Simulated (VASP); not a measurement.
# Zr in VASP: single point with PBE

Aim: the single point of Zr with PBE.

All numbers are computed with VASP 6.6.1; they aren't measurements. Logs are shortened: lines on timing, memory, paths and dates and some standing lists are left out, and cuts for length are marked.

## Step 1: The cell of the first run

The cell holds a slab with vacuum, 5 atoms: a = 3.578 Å, b = 3.578 Å, c = 20.156 Å, α = 90.00°, β = 90.00°, γ = 90.00°.

## Step 2: Single point, PBE

INCAR

```
ALGO = Normal
DIPOL = 0.5 0.5 0.500
EDIFF = 1E-7
ENCUT = 520
GGA = PE
IDIPOL = 3
ISIF = 2
ISMEAR = -1
LASPH = T
LCHARG = F
LDIPOL = T
LREAL = F
LWAVE = F
NBANDS = 38
NELM = 100
PREC = Accurate
SIGMA = 0.1
```

KPOINTS

```
k-points
0
Gamma
  10 10 1
```

POSCAR

```
Zr
1.0
    3.5778464248      0.0000000000      0.0000000000
    0.0000000000      3.5778464248      0.0000000000
    0.0000000000      0.0000000000     20.1557000000
Zr
5
Direct
    0.0000000000      0.0000000000      0.3280204264
    0.5000000000      0.5000000000      0.4124531048
    0.0000000000      0.0000000000      0.4999999997
    0.5000000000      0.5000000000      0.5875469000
    0.0000000000      0.0000000000      0.6719795692
```

Potentials or basis: VASP PAW PBE potentials, release 64 (Zr_sv).

The run is started by

```sh
> cat potpaw_PBE.64/Zr_sv/POTCAR > POTCAR
> mpirun -np 1 vasp_std > vasp.out
```

OUTCAR:

```text
EDIFF = 1E-7
   ENCUT = 520
   GGA = PE
   ISIF = 2
   ISMEAR = -1
   LASPH = T
   LREAL = F
   NELM = 100
   PREC = Accurate

 ion  position               nearest neighbor table
   1  0.000  0.000  0.328-   2 3.05   2 3.05   2 3.05   2 3.05   3 3.47
   2  0.500  0.500  0.412-   1 3.05   1 3.05   1 3.05   1 3.05   3 3.08   3 3.08   3 3.08   3 3.08
                             4 3.53
   3  0.000  0.000  0.500-   2 3.08   2 3.08   2 3.08   2 3.08   4 3.08   4 3.08   4 3.08   4 3.08
                             5 3.47   1 3.47
   4  0.500  0.500  0.588-   5 3.05   5 3.05   5 3.05   5 3.05   3 3.08   3 3.08   3 3.08   3 3.08
                             2 3.53
   5  0.000  0.000  0.672-   4 3.05   4 3.05   4 3.05   4 3.05   3 3.47

  LATTYP: Found a simple tetragonal cell.
 ALAT       =     3.5778464248
 C/A-ratio  =     5.6334726556

  Lattice vectors:

 A1 = (   3.5778464248,   0.0000000000,   0.0000000000)
 A2 = (   0.0000000000,   3.5778464248,   0.0000000000)
 A3 = (   0.0000000000,   0.0000000000,  20.1557000000)

Analysis of symmetry for initial positions (statically):
=====================================================================
 Subroutine PRICEL returns:
 Original cell was already a primitive cell.

 Routine SETGRP: Setting up the symmetry group for a
 simple tetragonal supercell.

 Subroutine GETGRP returns: Found 16 space group operations
 (whereof 16 operations were pure point group operations)
 out of a pool of 16 trial point group operations.

The static configuration has the point symmetry D_4h.

Analysis of symmetry for dynamics (positions and initial velocities):
=====================================================================
 Subroutine PRICEL returns:
 Original cell was already a primitive cell.

 Routine SETGRP: Setting up the symmetry group for a
 simple tetragonal supercell.

 Subroutine GETGRP returns: Found 16 space group operations
 (whereof 16 operations were pure point group operations)
 out of a pool of 16 trial point group operations.

The dynamic configuration has the point symmetry D_4h.

 Subroutine INISYM returns: Found 16 space group operations
 (whereof 16 operations are pure point group operations),
 and found     1 'primitive' translations

----------------------------------------------------------------------------------------

                                     Primitive cell

  volume of cell :     258.0128

[... 97 lines left out ...]
   ISYM   =      2    0-nonsym 1-usesym 2-fastsym
   POTIM  = 0.5000    time-step for ionic-motion
   TEBEG  =    0.0;   TEEND  =   0.0 temperature during run
   PSTRESS=    0.0 pullay stress
   NELECT =      60.0000    total number of electrons
   NUPDOWN=      -1.0000    fix difference up-down
   EMIN   =  10.00;   EMAX   =-10.00  energy-range for DOS
   EFERMI =   0.00;   METHOD = LEGACY
   ISMEAR =    -1;   SIGMA  =   0.10  broadening in eV -4-tet -1-fermi 0-gaus
   EFERMI_NEDOS =   21; number of points for ismear=-14 and -15
   IALGO  =     38    algorithm
   IMIX   =      4    mixing-type and parameters
     AMIX     =   0.40;   BMIX     =  1.00
     AMIX_MAG =   1.60;   BMIX_MAG =  1.00
  volume/ion in A,a.u.               =      51.60       348.23
  Fermi-wavevector in a.u.,A,eV,Ry     =   1.006726  1.902437 13.789480  1.013498
  Thomas-Fermi vector in A             =   2.139487
   LORBIT       =      0    0 simple, 1 ext, 2 COOP (PROOUT), +10 PAW based schemes
   GGA     = PE    functional components
   LHFCALC =     F    Hartree Fock is set to
   AEXX    =    0.0000 exact exchange contribution
   IVDW    =     0    specifies the selected vdW correction
   LEPSILON=     F    determine dielectric tensor
   LRPA    =     F    only Hartree local field effects (RPA)
 non-spin polarized calculation
  energy-cutoff  :      520.00
  volume of cell :      258.01
 maximum number of plane-waves:      6989
 NGX is ok and might be reduce to    28
   NGX = 13   NGY = 13   NGZ = 75

 dipolmoment           0.000000      0.000000      0.000000 electrons x Angstroem

 number of electron      59.9999999 magnetization

 dipolmoment           0.000000      0.000000     -0.000000 electrons x Angstroem

 Free energy of the ion-electron system (eV)
  ---------------------------------------------------
  ext. energy  EPLUGINS =         0.00000000
  ---------------------------------------------------
  free energy    TOTEN  =       -40.04030346 eV

  energy without entropy =      -39.74572023  energy(sigma->0) =      -39.89301185

 E-fermi :   2.2598     XC(G=0):  -5.9896

 val. band max:        2.2541179672   @ k =   0.3000   0.2000   0.0000
 cond. band min:       2.2989925426   @ k =   0.4000   0.4000   0.0000
 fundamental gap:      0.0448745754
 Fermi energy:         2.2597734962

 k-point     1 :       0.0000    0.0000    0.0000
  band No.  band energies     occupation
      1     -46.8123      2.00000
      2     -46.8120      2.00000
      3     -46.0320      2.00000
      4     -45.8876      2.00000
      5     -45.8181      2.00000
      6     -24.9525      2.00000
[... 850 lines left out ...]
     37       4.7693      0.00000
     38       4.8763      0.00000

------------------------ aborting loop because EDIFF is reached ----------------------------------------

 vacuum level on the upper side and lower side of the slab       (xc-potential included)        -0.328        -0.328

  FORCE on cell =-STRESS in cart. coord.  units (eV):
  Direction    XX          YY          ZZ          XY          YZ          ZX
  --------------------------------------------------------------------------------------
  -------------------------------------------------------------------------------------
  Total       -3.3923477     -3.3923477     -0.0279719      0.0000000      0.0000000     -0.0000000
  in kB      -21.0653979    -21.0653979     -0.1736963      0.0000000      0.0000000     -0.0000000
  external PRESSURE =     -14.1014974 kB  Pullay stress =       0.0000000 kB

 VOLUME and BASIS-vectors are now :
 -----------------------------------------------------------------------------
  energy-cutoff  :      520.00
  volume of cell :      258.01
      direct lattice vectors                 reciprocal lattice vectors
     3.577846425  0.000000000  0.000000000     0.279497743  0.000000000  0.000000000
     0.000000000  3.577846425  0.000000000     0.000000000  0.279497743  0.000000000
     0.000000000  0.000000000 20.155700000     0.000000000  0.000000000  0.049613757

 POSITION                                       TOTAL-FORCE (eV/Angst)
 -----------------------------------------------------------------------------------
      0.00000      0.00000      6.61148         0.000000      0.000000     -0.003713
      1.78892      1.78892      8.31328        -0.000000     -0.000000      0.002639
      0.00000      0.00000     10.07785         0.000000      0.000000      0.000000
      1.78892      1.78892     11.84242         0.000000     -0.000000     -0.002639
      0.00000      0.00000     13.54422         0.000000      0.000000      0.003713
 -----------------------------------------------------------------------------------
    total drift:                                0.000000      0.000000     -0.000023

  FREE ENERGIE OF THE ION-ELECTRON SYSTEM (eV)
  ---------------------------------------------------
  free  energy   TOTEN  =       -40.0403034613 eV

  energy  without entropy=      -39.7457202320  energy(sigma->0) =      -39.89301185

 vacuum level on the upper side and lower side of the slab         5.188         5.188
```

OSZICAR:

```text
N       E                     dE             d eps       ncg     rms          rms(c)
DAV:   1     0.641000132236E+03    0.64100E+03   -0.31048E+04  1852   0.142E+03
DAV:   2     0.125121806596E+02   -0.62849E+03   -0.61732E+03  1938   0.430E+02
DAV:   3    -0.395299535932E+02   -0.52042E+02   -0.50857E+02  2760   0.869E+01
[... 17 lines left out ...]
DAV:  21    -0.400402919751E+02   -0.25765E-04   -0.86284E-06  2034   0.110E-02    0.278E-03
DAV:  22    -0.400403003511E+02   -0.83760E-05   -0.24655E-06  1654   0.605E-03    0.725E-04
DAV:  23    -0.400403032044E+02   -0.28533E-05   -0.95046E-07  1400   0.290E-03    0.393E-04
DAV:  24    -0.400403034606E+02   -0.25614E-06   -0.12781E-07  1416   0.108E-03    0.311E-04
DAV:  25    -0.400403034613E+02   -0.75579E-09   -0.14022E-08  1258   0.579E-04
   1 F= -.40040303E+02 E0= -.39893012E+02  d E =-.294583E+00
```

stdout:

```text
POSCAR found type information on POSCAR Zr
 POSCAR found :  1 types and       5 ions
 scaLAPACK will be used
 LDA part: xc-table for (Slater+PW92), standard interpolation
 POSCAR, INCAR and KPOINTS ok, starting setup
 FFT: planning ... GRIDC
 FFT: planning ... GRID_SOFT
 FFT: planning ... GRID
 WAVECAR not read
 entering main loop
```

Wall time 4.6 min (1 thread of Intel Xeon Platinum 8375C at 2.90GHz (Ice Lake), shared host); peak memory 0.4 GiB.

What came out:

* Free energy: -40.0403 eV
* Largest force: 0.004 eV/Å
* Band gap on the k mesh: zero (bands 30 and 31 overlap by 0.79 eV)

Forces in eV/Å, atoms in the order of the input:
```
Zr   0.000  0.000 -0.004
Zr   0.000  0.000  0.003
Zr   0.000  0.000  0.000
Zr   0.000  0.000 -0.003
Zr   0.000  0.000  0.004
```

The gap in the log of VASP goes by the Fermi energy; the results here count the filled bands.